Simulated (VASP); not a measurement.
# Ag (R-3m) in VASP: single point with PBEsol

Aim: the single point of Ag with PBEsol.

Everything below comes from runs of VASP 6.6.1. Logs are shortened: lines on timing, memory, paths and dates and some standing lists are left out, and cuts for length are marked.

## (1) The cell of the first run

The structure is trigonal, space group R-3m (No. 166). The conventional cell has a = 4.564 Å, b = 4.564 Å, c = 3.019 Å, α = 90.00°, β = 90.00°, γ = 120.00°. Within 3.7 Å of Ag (site symmetry -3m) lie 14 Ag at 2.82 to 3.32 Å.

## (2) Single point, PBEsol

INCAR reads:

```
  PREC = Accurate
  ENCUT = 520
  EDIFF = 1E-7
  ISMEAR = 0
  SIGMA = 0.15
  LREAL = False
  LASPH = True
  NELM = 100
  ALGO = Fast
  ISIF = 2
  LWAVE = False
  LCHARG = False
  GGA = PS
  NBANDS = 12
```

KPOINTS reads:

```
regular mesh
0
Gamma
  22 22 22
```

POSCAR reads:

```
Ag
1.0
   -1.5706880067      1.6567531029      1.6567531029
    1.6567531029     -1.5706880067      1.6567531029
    1.6567531029      1.6567531029     -1.5706880067
Ag
1
Direct
    0.0000000000      0.0000000000      0.0000000000
```

Potentials or basis: VASP PAW PBE potentials, release 64 (Ag).

Started as:

```bash
> cat potpaw_PBE.64/Ag/POTCAR > POTCAR
> mpirun -np 1 vasp_std > vasp.out
```

OUTCAR:

```text
PREC = Accurate
   ENCUT = 520
   EDIFF = 1E-7
   ISMEAR = 0
   LREAL = False
   LASPH = True
   NELM = 100
   ISIF = 2
   GGA = PS

 ion  position               nearest neighbor table
   1  0.000  0.000  0.000-

  LATTYP: Found a trigonal (rhomboedric) cell.
 ALAT       =     2.8207662970
 COS(alpha) =    -0.3091289929

  Lattice vectors:

 A1 = (  -1.5706880067,   1.6567531029,   1.6567531029)
 A2 = (   1.6567531029,  -1.5706880067,   1.6567531029)
 A3 = (   1.6567531029,   1.6567531029,  -1.5706880067)

Analysis of symmetry for initial positions (statically):
=====================================================================
 Subroutine PRICEL returns:
 Original cell was already a primitive cell.

 Routine SETGRP: Setting up the symmetry group for a
 trigonal (rhombohedral) supercell.

 Subroutine GETGRP returns: Found 12 space group operations
 (whereof 12 operations were pure point group operations)
 out of a pool of 12 trial point group operations.

The static configuration has the point symmetry D_3d.

Analysis of symmetry for dynamics (positions and initial velocities):
=====================================================================
 Subroutine PRICEL returns:
 Original cell was already a primitive cell.

 Routine SETGRP: Setting up the symmetry group for a
 trigonal (rhombohedral) supercell.

 Subroutine GETGRP returns: Found 12 space group operations
 (whereof 12 operations were pure point group operations)
 out of a pool of 12 trial point group operations.

The dynamic configuration has the point symmetry D_3d.

 Subroutine INISYM returns: Found 12 space group operations
 (whereof 12 operations are pure point group operations),
 and found     1 'primitive' translations

----------------------------------------------------------------------------------------

                                     Primitive cell

  volume of cell :      18.1538

  direct lattice vectors                    reciprocal lattice vectors
    -1.570688007  1.656753103  1.656753103    -0.015300888  0.294542101  0.294542101
     1.656753103 -1.570688007  1.656753103     0.294542101 -0.015300888  0.294542101
     1.656753103  1.656753103 -1.570688007     0.294542101  0.294542101 -0.015300888

  length of vectors
     2.820766297  2.820766297  2.820766297     0.416826361  0.416826361  0.416826361

  position of ions in fractional coordinates (direct lattice)
     0.000000000  0.000000000  0.000000000

  ion indices of the primitive-cell ions
   primitive index   ion index
                 1           1

[... 84 lines left out ...]
   EMIN   =  10.00;   EMAX   =-10.00  energy-range for DOS
   EFERMI =   0.00;   METHOD = LEGACY
   ISMEAR =     0;   SIGMA  =   0.15  broadening in eV -4-tet -1-fermi 0-gaus
   EFERMI_NEDOS =   21; number of points for ismear=-14 and -15
   IALGO  =     68    algorithm
   IMIX   =      4    mixing-type and parameters
     AMIX     =   0.40;   BMIX     =  1.00
     AMIX_MAG =   1.60;   BMIX_MAG =  1.00
  volume/ion in A,a.u.               =      18.15       122.51
  Fermi-wavevector in a.u.,A,eV,Ry     =   1.385318  2.617871 26.111022  1.919106
  Thomas-Fermi vector in A             =   2.509739
   LORBIT       =      0    0 simple, 1 ext, 2 COOP (PROOUT), +10 PAW based schemes
   GGA     = PS    functional components
   LHFCALC =     F    Hartree Fock is set to
   AEXX    =    0.0000 exact exchange contribution
   IVDW    =     0    specifies the selected vdW correction
   LEPSILON=     F    determine dielectric tensor
   LRPA    =     F    only Hartree local field effects (RPA)
 non-spin polarized calculation
 RMM-DIIS sequential band-by-band and
 Gauss-broadening in eV      SIGMA  =   0.15
  energy-cutoff  :      520.00
  volume of cell :       18.15
 maximum number of plane-waves:       504
 NGX is ok and might be reduce to    24
   NGX = 11   NGY = 11   NGZ = 11

 number of electron      10.9999999 magnetization

 Free energy of the ion-electron system (eV)
  ---------------------------------------------------
  ext. energy  EPLUGINS =         0.00000000
  ---------------------------------------------------
  free energy    TOTEN  =        -3.22146351 eV

  energy without entropy =       -3.21784084  energy(sigma->0) =       -3.21965217

 E-fermi :   7.4309     XC(G=0): -12.0380

 val. band max:        7.4296173020   @ k =   0.5000   0.2273   0.0909
 cond. band min:       7.4596820793   @ k =  -0.3636   0.4545   0.0909
 fundamental gap:      0.0300647773
 Fermi energy:         7.4309127282

 k-point     1 :       0.0000    0.0000    0.0000
  band No.  band energies     occupation
      1       0.0203      2.00000
      2       2.5003      2.00000
      3       2.5003      2.00000
      4       3.0979      2.00000
      5       3.9812      2.00000
      6       3.9812      2.00000
      7      24.5121      0.00000
      8      24.5121      0.00000
      9      26.0599      0.00000
     10      28.9452      0.00000
     11      30.6991      0.00000
     12      30.6995      0.00000
[... 331 lines left out ...]
 k-point    24 :      -0.4545    0.0455   -0.0000
  band No.  band energies     occupation
      1       1.4131      2.00000
      2       1.9490      2.00000
      3       3.9388      2.00000
      4       4.0785      2.00000
      5       4.5469      2.00000
      6       6.5244      2.00000
      7      11.7543      0.00000
      8      20.8311      0.00000
      9      21.7887      0.00000
     10      27.0302      0.00000
     11      28.2026      0.00000
     12      32.3270      0.00000

 [... further k-points ...]

------------------------ aborting loop because EDIFF is reached ----------------------------------------

  FORCE on cell =-STRESS in cart. coord.  units (eV):
  Direction    XX          YY          ZZ          XY          YZ          ZX
  --------------------------------------------------------------------------------------
  -------------------------------------------------------------------------------------
  Total       -0.7753021     -0.7753021     -0.7753021     -0.2035779     -0.2035779     -0.2035779
  in kB      -68.4246809    -68.4246809    -68.4246809    -17.9668711    -17.9668711    -17.9668711
  external PRESSURE =     -68.4246809 kB  Pullay stress =       0.0000000 kB

 VOLUME and BASIS-vectors are now :
 -----------------------------------------------------------------------------
  energy-cutoff  :      520.00
  volume of cell :       18.15
      direct lattice vectors                 reciprocal lattice vectors
    -1.570688007  1.656753103  1.656753103    -0.015300888  0.294542101  0.294542101
     1.656753103 -1.570688007  1.656753103     0.294542101 -0.015300888  0.294542101
     1.656753103  1.656753103 -1.570688007     0.294542101  0.294542101 -0.015300888

 POSITION                                       TOTAL-FORCE (eV/Angst)
 -----------------------------------------------------------------------------------
      0.00000      0.00000      0.00000        -0.000000     -0.000000      0.000000
 -----------------------------------------------------------------------------------
    total drift:                                0.000000      0.000000      0.000000

  FREE ENERGIE OF THE ION-ELECTRON SYSTEM (eV)
  ---------------------------------------------------
  free  energy   TOTEN  =        -3.2214635082 eV

  energy  without entropy=       -3.2178408355  energy(sigma->0) =       -3.21965217
```

OSZICAR:

```text
N       E                     dE             d eps       ncg     rms          rms(c)
DAV:   1     0.512459824338E+02    0.51246E+02   -0.54530E+03 24824   0.822E+02
DAV:   2    -0.272833227487E+01   -0.53974E+02   -0.51055E+02 28504   0.191E+02
DAV:   3    -0.354419613200E+01   -0.81586E+00   -0.81540E+00 28676   0.249E+01
DAV:   4    -0.354669145324E+01   -0.24953E-02   -0.24952E-02 28032   0.144E+00
DAV:   5    -0.354671179775E+01   -0.20345E-04   -0.20345E-04 28436   0.117E-01    0.479E+00
RMM:   6    -0.323165662503E+01    0.31506E+00   -0.51504E-01 24741   0.641E+00    0.291E+00
RMM:   7    -0.322484940849E+01    0.68072E-02   -0.86291E-03 27617   0.105E+00    0.175E+00
RMM:   8    -0.322147666042E+01    0.33727E-02   -0.65716E-04 28641   0.267E-01    0.189E-01
RMM:   9    -0.322146421466E+01    0.12446E-04   -0.96282E-05 29484   0.837E-02    0.508E-02
RMM:  10    -0.322146295902E+01    0.12556E-05   -0.16886E-05 29949   0.325E-02    0.154E-02
RMM:  11    -0.322146348345E+01   -0.52442E-06   -0.45433E-06 29231   0.135E-02    0.621E-03
RMM:  12    -0.322146350823E+01   -0.24780E-07   -0.55182E-07 25601   0.491E-03
   1 F= -.32214635E+01 E0= -.32196522E+01  d E =-.362267E-02
```

stdout:

```text
POSCAR found type information on POSCAR Ag
 POSCAR found :  1 types and       1 ions
 scaLAPACK will be used
 -----------------------------------------------------------------------------
|                                                                             |
|                                                                             |
|     You enforced a specific xc type in the INCAR file but a different       |
|     I HOPE YOU KNOW WHAT YOU ARE DOING!                                     |
|                                                                             |
 -----------------------------------------------------------------------------

 LDA part: xc-table for (Slater+PW92), standard interpolation
 POSCAR, INCAR and KPOINTS ok, starting setup
 FFT: planning ... GRIDC
 FFT: planning ... GRID_SOFT
 FFT: planning ... GRID
 WAVECAR not read
 entering main loop
```

Run time: 3.4 min. Hardware: 1 thread of Intel Xeon 8259CL, shared host; peak memory 0.32 GiB.

Results:

```
Free energy            : -3.2215 eV
Pressure               : -6.8 GPa
Band gap on the k mesh : zero (an odd number of electrons rules out a gap without spin polarisation)
```

Caveat: the cell stands under tension; the PAW data sets were made with another functional, which shifts forces and pressure a little.
